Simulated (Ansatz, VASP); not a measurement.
## Two plane-wave programs on B

```xyz
5
Lattice="2.4556 1.4177 1.6618 -2.4556 1.4177 1.6618 0.0000 -2.8355 1.6618" Properties=species:S:1:pos:R:3 pbc="T T T"
B     0.0000    0.0000    0.8997
B     0.0000    0.0000    4.0858
B     0.8046    1.4177    1.6618
B    -1.6301   -0.0120    1.6618
B     0.8255   -1.4057    1.6618
```

Alike in both runs: functional PBE; k mesh 6 × 6 × 6; occupations gaussian, width 0.1 eV; no spin polarisation.

Ansatz relaxed the structure, and its values are those at the end. VASP's run is a single point on that final structure, the one shown.

```csv
,VASP,Ansatz
version,VASP 6.6.1,Ansatz 0.2.0
potentials or method,"VASP PAW PBE potentials, release 64 (B), cutoff 520 eV","scalar-relativistic, plane waves, PAW"
valence electrons in the cell,15,15
```

|  | VASP | Ansatz | Ansatz less VASP |
| --- | --- | --- | --- |
| gap on the k mesh at the Fermi level (eV) | none | none | - |
| pressure (GPa) | -0.2 | -0.2 | 0.00 |

A gap of «none» marks a metal or a gap that the smearing closes.
